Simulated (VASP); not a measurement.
Input of a VASP 6.6.1 run:

Contents of INCAR:

```
SYSTEM = Mg2BeS3
PREC     = Accurate       ! precision mode
ENCUT    = 600            ! plane-wave cutoff, eV
EDIFF    = 1E-6           ! SCF threshold, eV
ISMEAR   = 0              ! smearing method
SIGMA    = 0.1            ! smearing width, eV
LREAL    = .False.        ! projectors in reciprocal space
LASPH    = .True.         ! aspherical terms in the spheres
NELM     = 120            ! most SCF steps
ALGO     = Normal         ! electronic algorithm
ISIF     = 2              ! what is computed and relaxed
LWAVE    = .False.        ! write WAVECAR
LCHARG   = .False.        ! write CHGCAR
GGA      = PE             ! functional
NBANDS   = 21             ! bands
GGA_COMPAT= .False.
```

KPOINTS

```
regular mesh
0
Gamma
  3 3 4
  0 0 0
```

The input POSCAR:

```
Mg2BeS3
1.0
    6.5163051900      0.0000000000      0.0000000000
   -3.2581526000      5.6432858400      0.0000000000
    0.0000000000      0.0000000000      6.4955127400
Mg Be S
2 1 3
Direct
    0.3333333300      0.6666666700      0.5000000000
    0.6666666700      0.3333333300      0.5000000000
    0.0000000000      0.0000000000      0.0000000000
    0.0000000000      0.0000000000      0.3571429200
    0.0000000000      0.0000000000      0.6428570800
    0.0000000000      0.0000000000      0.5000000000
```

Potentials or basis: VASP PAW PBE potentials, release 64 (Mg, Be, S).

Command:

```bash
$ cat potpaw_PBE.64/Mg/POTCAR potpaw_PBE.64/Be/POTCAR potpaw_PBE.64/S/POTCAR > POTCAR
$ mpirun -np 1 vasp_std > vasp.out
```

(1) Predict the pressure.

(2) Predict the largest force.

Results:

(1) 193.1 GPa.

(2) 475.967 eV/Å.

Caveat: the k points lie up to 0.37 Å⁻¹ apart, too coarse for converged energies and pressures of a metal; atoms lie so close that the PAW spheres overlap strongly, which falsifies energies and pressures; forces of over 1 eV/Å act on the atoms, so gaps and moduli don't describe the material at rest.
